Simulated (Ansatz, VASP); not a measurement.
One calculation of Ga, two programs

```
CELL_PARAMETERS angstrom
-1.70758 1.70758 1.70758
1.70758 -1.70758 1.70758
1.70758 1.70758 -1.70758
ATOMIC_POSITIONS crystal
Ga 0.00000 0.00000 0.00000
```

Alike in both runs: functional RPBE; k mesh 13 × 13 × 13; occupations fermi-dirac, width 0.1 eV; no spin polarisation.

Ansatz relaxed the structure, and its values are those at the end. VASP's run is a single point on that final structure, the one shown.

|  | VASP | Ansatz |
| --- | --- | --- |
| version | VASP 6.6.1 | Ansatz 0.2.0 |
| potentials or method | VASP PAW PBE potentials, release 64 (Ga_d), cutoff 520 eV | plane waves (420 eV) with PAW, scalar-relativistic |
| valence electrons in the cell | 13 | 13 |

Ansatz gave:

| Property | Result |
| --- | --- |
| pressure (GPa) | 0.0 |

**Question.** What did VASP give for the same quantities?

**Answer.** Pressure (GPa): 0.1.

VASP's potentials were made for PBE, not for RPBE.
